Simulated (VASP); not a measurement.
C: single point with r2SCAN

C:

```
C
1.0
     2.45510    0.00000    0.00000
    -1.22755    2.12618    0.00000
     0.00000    0.00000    4.12717
C
4
Direct
  0.33333 0.66667 0.99998
  0.66667 0.33333 0.49998
  0.33333 0.66667 0.37402
  0.66667 0.33333 0.87402
```

This cell differs from its parent crystal: strained cell.

```yaml
Program: VASP 6.6.1
Task: single point
Functional: r2SCAN
Potentials_or_basis: VASP PAW PBE potentials, release 64 (C)
Cutoff: 520 eV
k_mesh: 9 × 9 × 6
Occupations: gaussian, width 0.02 eV
Spin: no spin polarisation
```

The pressure is 25.4 GPa. The largest force is 0.015 eV/Å. The band gap on the k mesh is 3.34 eV, indirect (least direct gap 5.37 eV).

Forces on the atoms (eV/Å):
```
C    0.000  0.000  0.015
C    0.000  0.000  0.015
C    0.000  0.000 -0.015
C    0.000  0.000 -0.015
```

Stress tensor (GPa, compression positive):
```
29.94  0.00  0.00
 0.00 29.94  0.00
 0.00  0.00 16.31
```

Levels at points of the mesh, in eV from the valence-band top:
| k point | band 4 | band 5 | band 6 | band 7 | band 8 | band 9 | band 10 | band 11 | band 12 | band 13 |
| --- | --- | --- | --- | --- | --- | --- | --- | --- | --- | --- |
| (0.00, 0.00, 0.00) | -3.34 | -3.34 | -0.60 | 0.00 | 0.00 | 5.37 | 5.37 | 5.45 | 9.35 | 10.32 |
| (0.00, 0.00, 0.50) | -7.90 | -2.01 | -2.01 | -2.01 | -2.01 | 7.85 | 7.85 | 7.85 | 7.85 | 8.59 |

Wall time 31 s on 1 thread of Intel(R) Xeon(R) 6975P-C (Granite Rapids), on a shared host, peak memory 0.12 GiB.

Caveat: the cell differs from its parent crystal (strained cell); the PAW data sets were made with another functional, which shifts forces and pressure a little. A k mesh can miss the band edges.
